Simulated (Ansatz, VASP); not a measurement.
# One calculation of CdS, two programs

POSCAR

```
CdS
1.0
    0.0000000000      2.9392138883      2.9392138883
    2.9392138883      0.0000000000      2.9392138883
    2.9392138883      2.9392138883      0.0000000000
Cd S
1 1
Direct
    0.0000000000      0.0000000000      0.0000000000
    0.2500000000      0.2500000000      0.2500000000
```

INCAR.step1

```
PREC = Accurate ; ENCUT = 520
ISMEAR = 0 ; SIGMA = 0.01
LREAL = False ; LASPH = True
NELM = 60 ; NBANDS = 16
GGA = PE ; ALGO = Normal
EDIFF = 1E-4 ; LWAVE = True
LCHARG = False
```

File INCAR.step2:

```
PREC = Accurate ; ENCUT = 520
EDIFF = 1E-6 ; ISMEAR = 0
SIGMA = 0.01 ; LREAL = False
LASPH = True ; NELM = 60
ALGO = Normal ; ISIF = 2
LWAVE = False ; LCHARG = True
METAGGA = R2SCAN ; LMIXTAU = True
LELF = True ; LVHAR = True
NBANDS = 16 ; ISTART = 1
```

Contents of KPOINTS:

```
regular mesh
0
Gamma
  6 6 6
```

Input for Ansatz:

```yaml
crystal:
  lattice:
    - [0.0, 2.9392138883, 2.9392138883]
    - [2.9392138883, 0.0, 2.9392138883]
    - [2.9392138883, 2.9392138883, 0.0]
  atoms:
    - { symbol: Cd, position: [0.0, 0.0, 0.0] }
    - { symbol: S, position: [0.25, 0.25, 0.25] }
kpoints:
  mp_grid: { grid: [6, 6, 6] }
hamiltonian:
  xc: r2scan
scf:
  occupations: { method: fixed }
output:
  optics:
    e_range: [0, 12]
    de: 0.05
    sigma: 0.1
    bands: { spectra_wanted_up_to: 12 }
```

Alike in both runs: task single point; functional r2SCAN; k mesh 6 × 6 × 6; no spin polarisation.

|  | VASP | Ansatz |
| --- | --- | --- |
| version | VASP 6.6.1 | Ansatz 0.2.0 |
| potentials or method | VASP PAW PBE potentials, release 64 (Cd, S) | plane waves, PAW |
| plane-wave cutoff (eV) | 520 | 500 |
| occupations | gaussian, width 0.01 eV | fixed |
| valence electrons in the cell | 18 | 26 |

|  | VASP | Ansatz | Ansatz less VASP |
| --- | --- | --- | --- |
| gap on the k mesh at the Fermi level (eV) | 1.54 | 1.54 | +0.004 |

VASP's potentials were made for PBE, not for r2SCAN. VASP's potentials hold 18 valence electrons a cell and Ansatz's 26, so a difference there can come from the potentials and not from the codes.
